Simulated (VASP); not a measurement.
Crystal: AlGa3As4.

```xyz
8
Lattice="5.5041 0.0000 0.0000 0.0000 5.5041 0.0000 0.0000 0.0000 5.5041" Properties=species:S:1:pos:R:3 pbc="T T T"
Al    2.7521    2.7521    2.7521
Ga    2.7521    0.0000    0.0000
Ga    0.0000    0.0000    2.7521
Ga    0.0000    2.7521    0.0000
As    4.1281    1.3760    4.1281
As    4.1281    4.1281    1.3760
As    1.3760    1.3760    1.3760
As    1.3760    4.1281    4.1281
```

```yaml
Program: VASP 6.6.1
Task: relaxation of cell and atoms
Functional: PBE
Potentials_or_basis: VASP PAW PBE potentials, release 64 (Al, Ga_d, As)
Cutoff: 600 eV
k_mesh: 4 × 4 × 4
Occupations: gaussian, width 0.1 eV
Spin: no spin polarisation
```

At the start: pressure 10.8 GPa; volume 20.84 Å³/atom.

**Question.** Where does the relaxation end?

**Answer.** Over 5 steps the energy falls by 85.7 meV/atom and the volume is 23.64 Å³/atom (+13.4 %); space group P-43m (No. 215, to 0.1 Å) before and after.

The path:
| step | energy change (eV) | largest force (eV/Å) | pressure (GPa) | volume (Å³) |
| --- | --- | --- | --- | --- |
| 1 | 0.0000 | 0.0856 | 10.80 | 166.75 |
| 2 | -0.5252 | 0.0475 | -3.55 | 202.99 |
| 3 | -0.6855 | 0.0531 | -0.01 | 189.60 |
| 4 | -0.6852 | 0.0533 | 0.19 | 189.12 |
| 5 | -0.6856 | 0.0249 | 0.16 | 189.13 |

Final structure:
```xyz
8
Lattice="5.7401 0.0000 0.0000 0.0000 5.7401 0.0000 0.0000 0.0000 5.7401" Properties=species:S:1:pos:R:3 pbc="T T T"
Al    2.8700    2.8700    2.8700
Ga    2.8700    0.0000    0.0000
Ga    0.0000    0.0000    2.8700
Ga    0.0000    2.8700    0.0000
As    4.3021    1.4380    4.3021
As    4.3021    4.3021    1.4380
As    1.4380    1.4380    1.4380
As    1.4380    4.3021    4.3021
```
